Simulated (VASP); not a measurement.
Crystal: Si.

```
CELL_PARAMETERS angstrom
0.00000 2.72212 2.72212
2.72212 0.00000 2.72212
2.72212 2.72212 0.00000
ATOMIC_POSITIONS crystal
Si 0.00000 0.00000 0.00000
Si 0.25000 0.25000 0.25000
```

Base run:

| Item | Value |
| --- | --- |
| Program | VASP 6.6.1 |
| Functional | r2SCAN |
| Potentials or basis | VASP PAW PBE potentials, release 64 (Si) |
| Cutoff | 520 eV |
| k mesh | 6 × 6 × 6 |
| Occupations | gaussian, width 0.01 eV |
| Spin | no spin polarisation |

Its results: band gap on the k mesh 0.93 eV, indirect (least direct gap 2.75 eV).

The run is repeated on the same cell with these changes: k mesh from 6 × 6 × 6 to 8 × 8 × 8; further incar settings from ALGO = Normal; EDIFF = 1e-08 to ALGO = Normal; EDIFF = 1e-07; NBANDS = 11. What comes out?

Band gap on the k mesh 0.83 eV, indirect (least direct gap 2.75 eV).

A k mesh can miss the band edges.
